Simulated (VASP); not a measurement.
# SnO (P4/nmm) in VASP: single point with r2SCAN

Aim: the single point of SnO with r2SCAN.

Program: VASP 6.6.1. These are calculated values, not measurements. Logs are shortened: lines on timing, memory, paths and dates and some standing lists are left out, and cuts for length are marked.

### 1 The cell of the first run

The structure is tetragonal, space group P4/nmm (No. 129). The conventional cell has a = 3.808 Å, b = 3.808 Å, c = 4.934 Å, α = 90.00°, β = 90.00°, γ = 90.00°. Within 2.9 Å of Sn (site symmetry 4mm) lie 4 O at 2.22 Å. O (site symmetry -4m2) has 4 Sn at 2.22 Å and 4 O at 2.69 Å within 2.9 Å.

### 2 Single point, r2SCAN

Contents of POSCAR:

```
SnO
1.0
    3.8080256432      0.0000000000      0.0000000000
    0.0000000000      3.8080256432      0.0000000000
    0.0000000000      0.0000000000      4.9341313145
Sn O
2 2
Direct
    0.0000000000      0.5000000000      0.2324659909
    0.5000000000      0.0000000000      0.7675340091
    0.0000000000      0.0000000000      0.0000000000
    0.5000000000      0.5000000000      0.0000000000
```

Contents of INCAR.step1:

```
SYSTEM = SnO
ALGO = Normal ; EDIFF = 1E-4
ENCUT = 520 ; GGA = PE
ISMEAR = 0 ; LASPH = .TRUE.
LCHARG = .FALSE. ; LREAL = .FALSE.
LWAVE = .TRUE. ; NBANDS = 28
NELM = 60 ; PREC = Accurate
SIGMA = 0.01
```

Contents of INCAR.step2:

```
SYSTEM = SnO
ALGO = Normal ; EDIFF = 1E-6
ENCUT = 520 ; ISIF = 2
ISMEAR = 0 ; ISTART = 1
LASPH = .TRUE. ; LCHARG = .TRUE.
LELF = .TRUE. ; LMIXTAU = .TRUE.
LREAL = .FALSE. ; LVHAR = .TRUE.
LWAVE = .FALSE. ; METAGGA = R2SCAN
NBANDS = 28 ; NELM = 60
PREC = Accurate ; SIGMA = 0.01
```

Contents of KPOINTS:

```
k-points
0
G
  10 10 8
  0 0 0
```

Potentials or basis: VASP PAW PBE potentials, release 64 (Sn_d, O).

Launch:

```
> cat potpaw_PBE.64/Sn_d/POTCAR potpaw_PBE.64/O/POTCAR > POTCAR
> cp INCAR.step1 INCAR
> mpirun -np 1 vasp_std > vasp.out
> cp INCAR.step2 INCAR
> mpirun -np 1 vasp_std > vasp.out
```

OUTCAR:

```text
SYSTEM = SnO
   EDIFF = 1E-6
   ENCUT = 520
   ISIF = 2
   ISMEAR = 0
   ISTART = 1
   LASPH = .TRUE.
   LREAL = .FALSE.
   METAGGA = R2SCAN
   NELM = 60
   PREC = Accurate

 ion  position               nearest neighbor table
   1  0.000  0.500  0.232-   3 2.22   4 2.22   3 2.22   4 2.22   2 3.54   2 3.54   2 3.54   2 3.54

   2  0.500  0.000  0.768-   3 2.22   4 2.22   4 2.22   3 2.22   1 3.54   1 3.54   1 3.54   1 3.54

   3  0.000  0.000  0.000-   1 2.22   2 2.22   1 2.22   2 2.22
   4  0.500  0.500  0.000-   1 2.22   2 2.22   2 2.22   1 2.22

  LATTYP: Found a simple tetragonal cell.
 ALAT       =     3.8080256432
 C/A-ratio  =     1.2957190357

  Lattice vectors:

 A1 = (   3.8080256432,   0.0000000000,   0.0000000000)
 A2 = (   0.0000000000,   3.8080256432,   0.0000000000)
 A3 = (   0.0000000000,   0.0000000000,   4.9341313145)

Analysis of symmetry for initial positions (statically):
=====================================================================
 Subroutine PRICEL returns:
 Original cell was already a primitive cell.

 Routine SETGRP: Setting up the symmetry group for a
 simple tetragonal supercell.

 Subroutine GETGRP returns: Found 16 space group operations
 (whereof  8 operations were pure point group operations)
 out of a pool of 16 trial point group operations.

The static configuration has the point symmetry D_2d.
 The point group associated with its full space group is D_4h.

Analysis of symmetry for dynamics (positions and initial velocities):
=====================================================================
 Subroutine PRICEL returns:
 Original cell was already a primitive cell.

 Routine SETGRP: Setting up the symmetry group for a
 simple tetragonal supercell.

 Subroutine GETGRP returns: Found 16 space group operations
 (whereof  8 operations were pure point group operations)
 out of a pool of 16 trial point group operations.

The dynamic configuration has the point symmetry D_2d.
 The point group associated with its full space group is D_4h.

 Subroutine INISYM returns: Found 16 space group operations
 (whereof  8 operations are pure point group operations),
 and found     1 'primitive' translations

----------------------------------------------------------------------------------------

                                     Primitive cell

  volume of cell :      71.5501

  direct lattice vectors                    reciprocal lattice vectors
     3.808025643  0.000000000  0.000000000     0.262603274  0.000000000  0.000000000
     0.000000000  3.808025643  0.000000000     0.000000000  0.262603274  0.000000000
     0.000000000  0.000000000  4.934131315     0.000000000  0.000000000  0.202669920

  length of vectors
     3.808025643  3.808025643  4.934131315     0.262603274  0.262603274  0.202669920

  position of ions in fractional coordinates (direct lattice)
     0.000000000  0.500000000  0.232465991
     0.500000000  0.000000000  0.767534009
     0.000000000  0.000000000  0.000000000
     0.500000000  0.500000000  0.000000000

  ion indices of the primitive-cell ions
   primitive index   ion index
                 1           1
                 2           2
                 3           3
                 4           4

----------------------------------------------------------------------------------------

 KPOINTS: k-points

Automatic generation of k-mesh.
 Grid dimensions read from file:
 generate k-points for:   10   10    8

 Generating k-lattice:

  Cartesian coordinates                     Fractional coordinates (reciprocal lattice)
     0.026260327  0.000000000  0.000000000     0.100000000  0.000000000  0.000000000
     0.000000000  0.026260327  0.000000000     0.000000000  0.100000000  0.000000000
     0.000000000  0.000000000  0.025333740     0.000000000  0.000000000  0.125000000

  Length of vectors
     0.026260327  0.026260327  0.025333740

  Shift w.r.t. Gamma in fractional coordinates (k-lattice)
     0.000000000  0.000000000  0.000000000

 Subroutine IBZKPT returns following result:
 ===========================================

 Found    105 irreducible k-points:

 Following reciprocal coordinates:
            Coordinates               Weight
  0.000000  0.000000  0.000000      1.000000
  0.100000  0.000000  0.000000      4.000000
  0.200000  0.000000  0.000000      4.000000
  0.300000  0.000000  0.000000      4.000000
  0.400000  0.000000  0.000000      4.000000
  0.500000  0.000000  0.000000      2.000000
[... 16 lines left out ...]
  0.100000  0.000000  0.125000      8.000000
  0.200000  0.000000  0.125000      8.000000
 [... further k-points ...]
   k-points           NKPTS =    105   k-points in BZ     NKDIM =    105   number of bands    NBANDS=     28
   number of dos      NEDOS =    301   number of ions     NIONS =      4
   total plane-waves  NPLWV =  31360
   dimension x,y,z NGX =    28 NGY =   28 NGZ =   40
   dimension x,y,z NGXF=    56 NGYF=   56 NGZF=   80
   ions per type =               2   2
   NGX,Y,Z   is equivalent  to a cutoff of  12.22, 12.22, 13.48 a.u.
   NGXF,Y,Z  is equivalent  to a cutoff of  24.45, 24.45, 26.95 a.u.
 SYSTEM =  SnO
   PREC   = accura    normal or accurate (medium, high low for compatibility)
   ISTART =      1    job   : 0-new  1-cont  2-samecut
   ICHARG =      0    charge: 1-file 2-atom 10-const
   ISPIN  =      1    spin polarized calculation?
   LNONCOLLINEAR =      F non collinear calculations
   LSORBIT =      F    spin-orbit coupling
   LASPH  =      T    aspherical Exc in radial PAW
   ENCUT  =  520.0 eV  38.22 Ry    6.18 a.u.   7.08  7.08  9.17*2*pi/ulx,y,z
   NELM   =     60;   NELMIN=  2; NELMDL=  0     # of ELM steps
   EDIFF  = 0.1E-05   stopping-criterion for ELM
   LREAL  =      F    real-space projection
   EDIFFG = 0.1E-04   stopping-criterion for IOM
   NSW    =      0    number of steps for IOM
   IBRION =     -1    ionic relax: 0-MD 1-quasi-New 2-CG
   NFREE  =      0    steps in history (QN), initial steepest desc. (CG)
   ISIF   =      2    stress and relaxation
   ISYM   =      2    0-nonsym 1-usesym 2-fastsym
   POTIM  = 0.5000    time-step for ionic-motion
   TEBEG  =    0.0;   TEEND  =   0.0 temperature during run
   PSTRESS=    0.0 pullay stress
   NELECT =      40.0000    total number of electrons
   NUPDOWN=      -1.0000    fix difference up-down
   EMIN   =  10.00;   EMAX   =-10.00  energy-range for DOS
   EFERMI =   0.00;   METHOD = LEGACY
   ISMEAR =     0;   SIGMA  =   0.01  broadening in eV -4-tet -1-fermi 0-gaus
   EFERMI_NEDOS =   21; number of points for ismear=-14 and -15
   IALGO  =     38    algorithm
   IMIX   =      4    mixing-type and parameters
     AMIX     =   0.40;   BMIX     =  1.00
     AMIX_MAG =   1.60;   BMIX_MAG =  1.00
  volume/ion in A,a.u.               =      17.89       120.71
  Fermi-wavevector in a.u.,A,eV,Ry     =   1.348625  2.548533 24.746148  1.818791
  Thomas-Fermi vector in A             =   2.476279
   LORBIT       =      0    0 simple, 1 ext, 2 COOP (PROOUT), +10 PAW based schemes
   METAGGA = R2SCAN    functional components
   LHFCALC =     F    Hartree Fock is set to
   AEXX    =    0.0000 exact exchange contribution
   IVDW    =     0    specifies the selected vdW correction
   LEPSILON=     F    determine dielectric tensor
   LRPA    =     F    only Hartree local field effects (RPA)
 non-spin polarized calculation
 Gauss-broadening in eV      SIGMA  =   0.01
  energy-cutoff  :      520.00
  volume of cell :       71.55
 maximum number of plane-waves:      1952
   NGX = 15   NGY = 15   NGZ = 19

 number of electron      39.9999994 magnetization

 Free energy of the ion-electron system (eV)
  ---------------------------------------------------
  ext. energy  EPLUGINS =         0.00000000
  ---------------------------------------------------
  free energy    TOTEN  =       -66.90373387 eV

  energy without entropy =      -66.90373387  energy(sigma->0) =      -66.90373387

 E-fermi :   7.0083     XC(G=0): -10.7980

 val. band max:        6.9068248060   @ k =   0.0000   0.0000   0.0000
 cond. band min:       7.2746516315   @ k =   0.5000   0.5000   0.0000
 fundamental gap:      0.3678268255
 Fermi energy:         7.0082615336

 k-point     1 :       0.0000    0.0000    0.0000
  band No.  band energies     occupation
      1     -16.0235      2.00000
      2     -15.4610      2.00000
      3     -15.4447      2.00000
      4     -15.4447      2.00000
      5     -15.3984      2.00000
      6     -15.3752      2.00000
[... 20 lines left out ...]
     27      14.0539      0.00000
     28      14.7266      0.00000

 k-point     2 :       0.1000    0.0000    0.0000
  band No.  band energies     occupation
      1     -16.0179      2.00000
      2     -15.4648      2.00000
      3     -15.4431      2.00000
      4     -15.4426      2.00000
      5     -15.4266      2.00000
      6     -15.3996      2.00000
[... 20 lines left out ...]
     27      14.2715      0.00000
     28      15.5151      0.00000

 k-point     3 :       0.2000    0.0000    0.0000
  band No.  band energies     occupation
      1     -16.0018      2.00000
      2     -15.5755      2.00000
      3     -15.4379      2.00000
      4     -15.4366      2.00000
      5     -15.4334      2.00000
      6     -15.4028      2.00000
[... 20 lines left out ...]
     27      14.4982      0.00000
     28      17.1360      0.00000

 k-point     4 :       0.3000    0.0000    0.0000
  band No.  band energies     occupation
      1     -15.9759      2.00000
      2     -15.7021      2.00000
      3     -15.4294      2.00000
      4     -15.4284      2.00000
      5     -15.4193      2.00000
      6     -15.4068      2.00000
[... 578 lines left out ...]
     27      13.9737      0.00000
     28      14.8473      0.00000

 k-point    23 :       0.1000    0.0000    0.1250
  band No.  band energies     occupation
      1     -16.0162      2.00000
      2     -15.4683      2.00000
      3     -15.4418      2.00000
      4     -15.4401      2.00000
      5     -15.4266      2.00000
      6     -15.3978      2.00000
[... 20 lines left out ...]
     27      14.2452      0.00000
     28      15.5805      0.00000

 k-point    24 :       0.2000    0.0000    0.1250
  band No.  band energies     occupation
      1     -16.0007      2.00000
      2     -15.5799      2.00000
      3     -15.4365      2.00000
      4     -15.4351      2.00000
      5     -15.4335      2.00000
      6     -15.4007      2.00000
[... 20 lines left out ...]
     27      14.5927      0.00000
     28      17.1160      0.00000

 [... further k-points ...]
[... 5 lines left out ...]
  --------------------------------------------------------------------------------------
  -------------------------------------------------------------------------------------
  Total        0.2654580      0.2654580      0.2407584      0.0000000      0.0000000      0.0000000
  in kB        5.9442350      5.9442350      5.3911514      0.0000000      0.0000000      0.0000000
  external PRESSURE =       5.7598738 kB  Pullay stress =       0.0000000 kB

 VOLUME and BASIS-vectors are now :
 -----------------------------------------------------------------------------
  energy-cutoff  :      520.00
  volume of cell :       71.55
      direct lattice vectors                 reciprocal lattice vectors
     3.808025643  0.000000000  0.000000000     0.262603274  0.000000000  0.000000000
     0.000000000  3.808025643  0.000000000     0.000000000  0.262603274  0.000000000
     0.000000000  0.000000000  4.934131315     0.000000000  0.000000000  0.202669920

 POSITION                                       TOTAL-FORCE (eV/Angst)
 -----------------------------------------------------------------------------------
      0.00000      1.90401      1.14702         0.000000      0.000000      0.143040
      1.90401      0.00000      3.78711        -0.000000      0.000000     -0.143040
      0.00000      0.00000      0.00000         0.000000      0.000000      0.000000
      1.90401      1.90401      0.00000         0.000000     -0.000000      0.000000
 -----------------------------------------------------------------------------------
    total drift:                                0.000000      0.000000      0.000000

  FREE ENERGIE OF THE ION-ELECTRON SYSTEM (eV)
  ---------------------------------------------------
  free  energy   TOTEN  =       -66.9037338709 eV

  energy  without entropy=      -66.9037338709  energy(sigma->0) =      -66.90373387
```

Wall time 16 min (1 thread of Intel Xeon 8259CL, shared host); peak memory 0.3 GiB.

Results:

```
Free energy            : -66.9037 eV
Pressure               : 0.6 GPa
Largest force          : 0.143 eV/Å
Band gap on the k mesh : 0.37 eV (least direct gap 2.32 eV)
```

Forces in eV/Å, atoms in the order of the input:
```
Sn   0.000  0.000  0.143
Sn   0.000  0.000 -0.143
O    0.000  0.000  0.000
O    0.000  0.000  0.000
```

Caveat: the PAW data sets were made with another functional, which shifts forces and pressure a little; spin-orbit coupling is left out, which moves the levels of the heavy elements.
